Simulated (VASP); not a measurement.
# Hf3SnS4 (P3m1) in VASP: single point with PBE

Aim: the single point of Hf3SnS4 with PBE.

Everything below comes from runs of VASP 6.6.1. Logs are shortened: lines on timing, memory, paths and dates and some standing lists are left out, and cuts for length are marked.

## Step 1: The cell of the first run

Symmetry: P3m1, No. 156, trigonal system. Conventional cell: a = 3.609 Å, b = 3.609 Å, c = 16.826 Å, α = 90.00°, β = 90.00°, γ = 120.00°. Hf (site symmetry 3m) has 4 S at 2.45 to 2.55 Å within 3.2 Å. Hf (site symmetry 3m) has 4 S at 2.45 to 2.49 Å within 3.2 Å. Hf (site symmetry 3m) has 4 S at 2.40 to 2.55 Å within 3.2 Å. Sn (site symmetry 3m) has 4 S at 2.68 to 3.57 Å and 6 Sn at 3.61 Å within 3.7 Å. Within 3.2 Å of S (site symmetry 3m) lie 3 Hf at 2.45 Å. Within 3.2 Å of S (site symmetry 3m) lie 4 Hf at 2.45 to 2.55 Å. Within 3.2 Å of S (site symmetry 3m) lie 1 Hf at 2.40 Å and 3 Sn at 2.68 Å. Within 3.3 Å of S (site symmetry 3m) lie 4 Hf at 2.49 to 2.55 Å.

The cell was generated, and may not be a known phase.

## Step 2: Single point, PBE

INCAR

```
ALGO = Normal
EDIFF = 1E-6
ENCUT = 500
GGA = PE
GGA_COMPAT = False
ISIF = 2
ISMEAR = 0
LASPH = True
LCHARG = False
LREAL = False
LWAVE = False
NBANDS = 44
NELM = 120
PREC = Accurate
SIGMA = 0.15
```

KPOINTS

```
k-points
0
Gamma
  3 3 1
```

POSCAR

```
Hf3SnS4
1.0
    3.6091426608      0.0000000026      0.0000000000
   -1.8045713326      3.1256092288      0.0000000000
    0.0000000000      0.0000000000     16.8258664428
Hf Sn S
3 1 4
Direct
    0.0000000000      0.0000000000      0.2705724674
    0.3333333333      0.6666666667      0.0351199290
    0.3333333333      0.6666666667      0.5034431730
    0.0000000000      0.0000000000      0.7466371657
    0.0000000000      0.0000000000      0.9585685381
    0.0000000000      0.0000000000      0.4164456259
    0.3333333333      0.6666666667      0.6461509121
    0.3333333333      0.6666666667      0.1830621788
```

Potentials or basis: VASP PAW PBE potentials, release 64 (Hf_pv, Sn_d, S).

Command:

```bash
cat potpaw_PBE.64/Hf_pv/POTCAR potpaw_PBE.64/Sn_d/POTCAR potpaw_PBE.64/S/POTCAR > POTCAR
mpirun -np 1 vasp_std > vasp.out
```

OUTCAR:

```text
EDIFF = 1E-6
   ENCUT = 500
   GGA = PE
   ISIF = 2
   ISMEAR = 0
   LASPH = True
   LREAL = False
   NELM = 120
   PREC = Accurate

 ion  position               nearest neighbor table
   1  0.000  0.000  0.271-   6 2.45   8 2.55   8 2.55   8 2.55
   2  0.333  0.667  0.035-   5 2.45   5 2.45   5 2.45   8 2.49
   3  0.333  0.667  0.503-   7 2.40   6 2.55   6 2.55   6 2.55
   4  0.000  0.000  0.747-   7 2.68   7 2.68   7 2.68
   5  0.000  0.000  0.959-   2 2.45   2 2.45   2 2.45
   6  0.000  0.000  0.416-   1 2.45   3 2.55   3 2.55   3 2.55
   7  0.333  0.667  0.646-   3 2.40   4 2.68   4 2.68   4 2.68
   8  0.333  0.667  0.183-   2 2.49   1 2.55   1 2.55   1 2.55

  LATTYP: Found a hexagonal cell.
 ALAT       =     3.6091426608
 C/A-ratio  =     4.6620120134

  Lattice vectors:

 A1 = (   3.6091426608,   0.0000000026,   0.0000000000)
 A2 = (  -1.8045713326,   3.1256092288,   0.0000000000)
 A3 = (   0.0000000000,   0.0000000000,  16.8258664428)

Analysis of symmetry for initial positions (statically):
=====================================================================
 Subroutine PRICEL returns:
 Original cell was already a primitive cell.

 Routine SETGRP: Setting up the symmetry group for a
 hexagonal supercell.

 Subroutine GETGRP returns: Found  6 space group operations
 (whereof  6 operations were pure point group operations)
 out of a pool of 24 trial point group operations.

The static configuration has the point symmetry C_3v.

Analysis of symmetry for dynamics (positions and initial velocities):
=====================================================================
 Subroutine PRICEL returns:
 Original cell was already a primitive cell.

 Routine SETGRP: Setting up the symmetry group for a
 hexagonal supercell.

 Subroutine GETGRP returns: Found  6 space group operations
 (whereof  6 operations were pure point group operations)
 out of a pool of 24 trial point group operations.

The dynamic configuration has the point symmetry C_3v.

 Subroutine INISYM returns: Found  6 space group operations
 (whereof  6 operations are pure point group operations),
 and found     1 'primitive' translations

----------------------------------------------------------------------------------------
[... 84 lines left out ...]
   LREAL  =      F    real-space projection
   EDIFFG = 0.1E-04   stopping-criterion for IOM
   NSW    =      0    number of steps for IOM
   IBRION =     -1    ionic relax: 0-MD 1-quasi-New 2-CG
   NFREE  =      0    steps in history (QN), initial steepest desc. (CG)
   ISIF   =      2    stress and relaxation
   ISYM   =      2    0-nonsym 1-usesym 2-fastsym
   POTIM  = 0.5000    time-step for ionic-motion
   TEBEG  =    0.0;   TEEND  =   0.0 temperature during run
   PSTRESS=    0.0 pullay stress
   NELECT =      68.0000    total number of electrons
   NUPDOWN=      -1.0000    fix difference up-down
   EMIN   =  10.00;   EMAX   =-10.00  energy-range for DOS
   EFERMI =   0.00;   METHOD = LEGACY
   ISMEAR =     0;   SIGMA  =   0.15  broadening in eV -4-tet -1-fermi 0-gaus
   EFERMI_NEDOS =   21; number of points for ismear=-14 and -15
   IALGO  =     38    algorithm
   IMIX   =      4    mixing-type and parameters
     AMIX     =   0.40;   BMIX     =  1.00
     AMIX_MAG =   1.60;   BMIX_MAG =  1.00
  volume/ion in A,a.u.               =      23.73       160.11
  Fermi-wavevector in a.u.,A,eV,Ry     =   1.162713  2.197208 18.393727  1.351901
  Thomas-Fermi vector in A             =   2.299271
   LORBIT       =      0    0 simple, 1 ext, 2 COOP (PROOUT), +10 PAW based schemes
   GGA     = PE    functional components
   LHFCALC =     F    Hartree Fock is set to
   AEXX    =    0.0000 exact exchange contribution
   IVDW    =     0    specifies the selected vdW correction
   LEPSILON=     F    determine dielectric tensor
   LRPA    =     F    only Hartree local field effects (RPA)
 non-spin polarized calculation
 Gauss-broadening in eV      SIGMA  =   0.15
  energy-cutoff  :      500.00
  volume of cell :      189.81
 maximum number of plane-waves:      4885
 NGX is ok and might be reduce to    28
   NGX = 13   NGY = 13   NGZ = 61

 number of electron      68.0000002 magnetization

 Free energy of the ion-electron system (eV)
  ---------------------------------------------------
  ext. energy  EPLUGINS =         0.00000000
  ---------------------------------------------------
  free energy    TOTEN  =       -56.56155173 eV

  energy without entropy =      -56.49970376  energy(sigma->0) =      -56.53062774

 E-fermi :   5.0310     XC(G=0):  -9.8324

 val. band max:        4.9179013427   @ k =   0.3333   0.3333   0.0000
 cond. band min:       5.1070895819   @ k =   0.3333  -0.0000   0.0000
 fundamental gap:      0.1891882392
 Fermi energy:         5.0310114677

 k-point     1 :       0.0000    0.0000    0.0000
  band No.  band energies     occupation
      1     -26.4070      2.00000
      2     -26.3801      2.00000
      3     -26.2890      2.00000
      4     -26.2044      2.00000
      5     -26.2044      2.00000
      6     -26.1862      2.00000
[... 130 lines left out ...]
     43       8.1927      0.00000
     44       8.3166      0.00000

------------------------ aborting loop because EDIFF is reached ----------------------------------------

  FORCE on cell =-STRESS in cart. coord.  units (eV):
  Direction    XX          YY          ZZ          XY          YZ          ZX
  --------------------------------------------------------------------------------------
  -------------------------------------------------------------------------------------
  Total       -0.3676080     -0.3676080     -0.3524789     -0.0000000     -0.0000000     -0.0000000
  in kB       -3.1029831     -3.1029831     -2.9752780     -0.0000000     -0.0000000     -0.0000000
  external PRESSURE =      -3.0604148 kB  Pullay stress =       0.0000000 kB

 VOLUME and BASIS-vectors are now :
 -----------------------------------------------------------------------------
  energy-cutoff  :      500.00
  volume of cell :      189.81
      direct lattice vectors                 reciprocal lattice vectors
     3.609142661  0.000000003  0.000000000     0.277074112  0.159968814  0.000000000
    -1.804571333  3.125609229  0.000000000    -0.000000000  0.319937627  0.000000000
     0.000000000  0.000000000 16.825866443     0.000000000  0.000000000  0.059432303

 POSITION                                       TOTAL-FORCE (eV/Angst)
 -----------------------------------------------------------------------------------
      0.00000      0.00000      4.55262        -0.000000      0.000000     -0.034912
     -0.00000      2.08374      0.59092        -0.000000      0.000000     -0.069170
     -0.00000      2.08374      8.47087        -0.000000      0.000000     -0.013330
      0.00000      0.00000     12.56282        -0.000000      0.000000     -0.010403
      0.00000      0.00000     16.12875        -0.000000      0.000000      0.108300
      0.00000      0.00000      7.00706        -0.000000     -0.000000      0.024791
     -0.00000      2.08374     10.87205         0.000000     -0.000000     -0.044611
     -0.00000      2.08374      3.08018         0.000000     -0.000000      0.039335
 -----------------------------------------------------------------------------------
    total drift:                                0.000000     -0.000000     -0.000544

  FREE ENERGIE OF THE ION-ELECTRON SYSTEM (eV)
  ---------------------------------------------------
  free  energy   TOTEN  =       -56.5615517263 eV

  energy  without entropy=      -56.4997037596  energy(sigma->0) =      -56.53062774
```

It took 2.2 min on 1 thread of Intel Xeon 8259CL, shared host; peak memory 0.3 GiB.

Results:

```yaml
Free_energy: -56.5616 eV
Pressure: -0.3 GPa
Largest_force: 0.108 eV/Å
Band_gap_on_the_k_mesh: zero (bands 34 and 35 overlap by 0.76 eV)
```

Forces in eV/Å, atoms in the order of the input:
```
Hf   0.000  0.000 -0.035
Hf   0.000  0.000 -0.069
Hf   0.000  0.000 -0.013
Sn   0.000  0.000 -0.010
S    0.000  0.000  0.108
S    0.000  0.000  0.025
S    0.000  0.000 -0.045
S    0.000  0.000  0.039
```

Caveat: the k points lie up to 0.67 Å⁻¹ apart, too coarse for converged energies and pressures of a metal; spin-orbit coupling is left out, which moves the levels of the heavy elements.

The gap in the log of VASP goes by the Fermi energy; the results here count the filled bands.